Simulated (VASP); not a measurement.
Input of a VASP 6.6.1 run:

POSCAR

```
F
1.0
    2.6504942700     -1.5173207700      0.0000000000
    2.6504942700      1.5173207700      0.0000000000
   -2.1034238900      0.0000000000      6.7261075100
F
4
Direct
    0.5044951306      0.5044951306      0.4008501092
    0.0853581610      0.0853581610      0.0986032604
    0.4955048707      0.4955048707      0.5991498893
    0.9146418408      0.9146418408      0.9013967396
```

INCAR.step1

```
SYSTEM = F
PREC     = Accurate       ! precision mode
ENCUT    = 910            ! plane-wave cutoff, eV
ISMEAR   = 0              ! smearing method
SIGMA    = 0.01           ! smearing width, eV
LREAL    = .FALSE.        ! projectors in reciprocal space
LASPH    = .TRUE.         ! aspherical terms in the spheres
NELM     = 120            ! most SCF steps
NBANDS   = 22             ! bands
GGA      = PE             ! functional
ALGO     = Normal         ! electronic algorithm
EDIFF    = 1E-5           ! SCF threshold, eV
LWAVE    = .TRUE.         ! write WAVECAR
LCHARG   = .FALSE.        ! write CHGCAR
GGA_COMPAT= .FALSE.
```

The input INCAR.step2:

```
SYSTEM = F
PREC     = Accurate       ! precision mode
ENCUT    = 910            ! plane-wave cutoff, eV
EDIFF    = 1E-6           ! SCF threshold, eV
ISMEAR   = 0              ! smearing method
SIGMA    = 0.01           ! smearing width, eV
LREAL    = .FALSE.        ! projectors in reciprocal space
LASPH    = .TRUE.         ! aspherical terms in the spheres
NELM     = 120            ! most SCF steps
ALGO     = Normal         ! electronic algorithm
ISIF     = 2              ! what is computed and relaxed
LWAVE    = .FALSE.        ! write WAVECAR
LCHARG   = .TRUE.         ! write CHGCAR
METAGGA  = R2SCAN         ! meta-GGA
LMIXTAU  = .TRUE.       
LELF     = .TRUE.         ! ELF
LVHAR    = .TRUE.       
NBANDS   = 22             ! bands
ISTART   = 1            
GGA_COMPAT= .FALSE.
```

The input KPOINTS:

```
regular mesh
0
G
  8 8 4
  0 0 0
```

Potentials or basis: VASP PAW PBE potentials, release 64 (F_h).

Run with:

```sh
$ cat potpaw_PBE.64/F_h/POTCAR > POTCAR
$ cp INCAR.step1 INCAR
$ mpirun -np 1 vasp_std > vasp.out
$ cp INCAR.step2 INCAR
$ mpirun -np 1 vasp_std > vasp.out
```

(1) Estimate the largest force.

(2) What does it give for the pressure?

(3) Predict the band gap on the k mesh.

## Answers

(1) 0.386 eV/Å.

(2) -1.5 GPa.

(3) 3.38 eV (least direct gap 3.45 eV).

Caveat: the cutoff is under 1.25 times the usual one of these potentials, so pressure, stress and relaxed cells hold a basis-set (Pulay) error; the PAW data sets were made with another functional, which shifts forces and pressure a little.
